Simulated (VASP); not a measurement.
A run of VASP 6.6.1 is set up as follows.

INCAR

```
SYSTEM = BP
PREC = Accurate
ENCUT = 500
EDIFF = 1E-6
ISMEAR = 0
SIGMA = 0.01
LREAL = .False.
LASPH = .True.
NELM = 120
ALGO = Normal
ISIF = 2
LWAVE = .False.
LCHARG = .False.
GGA = CA
NBANDS = 11
GGA_COMPAT = .False.
```

KPOINTS

```
regular mesh
0
Gamma
  10 10 10
  0 0 0
```

File POSCAR:

```
BP
1.0
    0.0000000000      2.1871420521      2.1871420521
    2.1871420521      0.0000000000      2.1871420521
    2.1871420521      2.1871420521      0.0000000000
B P
1 1
Direct
    0.0000000000      0.0000000000      0.0000000000
    0.7500000000      0.7500000000      0.7500000000
```

Potentials or basis: VASP PAW LDA potentials, release 64 (B, P).

Run with:

```sh
$ cat potpaw_LDA.64/B/POTCAR potpaw_LDA.64/P/POTCAR > POTCAR
$ mpirun -np 1 vasp_std > vasp.out
```

Q: Predict the pressure.

A: 15.8 GPa.

Q: What does it give for the band gap on the k mesh?

A: 1.06 eV, indirect (least direct gap 3.58 eV).

A k mesh can miss the band edges. A hybrid or GW would open this gap; LDA tends to underestimate it.
